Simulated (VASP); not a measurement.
## BaO: single point with PBEsol

BaO:

```
Ba O
1.0
     3.88232    0.00000    0.00000
    -1.94116    3.36219    0.00000
     0.00000    0.00000    9.50969
Ba O
3 3
Direct
  0.00000 0.00000 0.00000
  0.33333 0.66667 0.33333
  0.66667 0.33333 0.66667
  0.66667 0.33333 0.16667
  0.00000 0.00000 0.50000
  0.33333 0.66667 0.83333
```

| Property | Result |
| --- | --- |
| Program | VASP 6.6.1 |
| Task | single point |
| Functional | PBEsol |
| Potentials or basis | VASP PAW PBE potentials, release 64 (Ba_sv, O) |
| Cutoff | 600 eV |
| k mesh | 9 × 9 × 4 |
| Occupations | gaussian, width 0.02 eV |
| Spin | no spin polarisation |
| Dipole correction | no |
| Further INCAR settings | ALGO = Normal; EDIFF = 1e-06; NBANDS = 33 |

```json
{"Pressure": "1.8 GPa", "Band gap on the k mesh": "1.87 eV"}
```

Levels at points of the mesh, in eV from the valence-band top:
| k point | band 20 | band 21 | band 22 | band 23 | band 24 | band 25 | band 26 | band 27 | band 28 | band 29 |
| --- | --- | --- | --- | --- | --- | --- | --- | --- | --- | --- |
| (0.00, 0.00, 0.00) | -1.34 | -1.34 | -0.39 | -0.39 | -0.39 | 3.51 | 4.59 | 4.59 | 4.64 | 4.64 |
| (0.00, 0.00, 0.50) | -0.96 | -0.75 | -0.75 | -0.75 | -0.75 | 4.36 | 4.36 | 4.74 | 4.74 | 4.92 |

Run time: 4.9 min on 1 thread of Oxide Virtual Turin-like Processor (shared host), peak memory 0.33 GiB.

Caveat: the PAW data sets were made with another functional, which shifts forces and pressure a little; spin-orbit coupling is left out, which moves the levels of the heavy elements. A k mesh can miss the band edges.
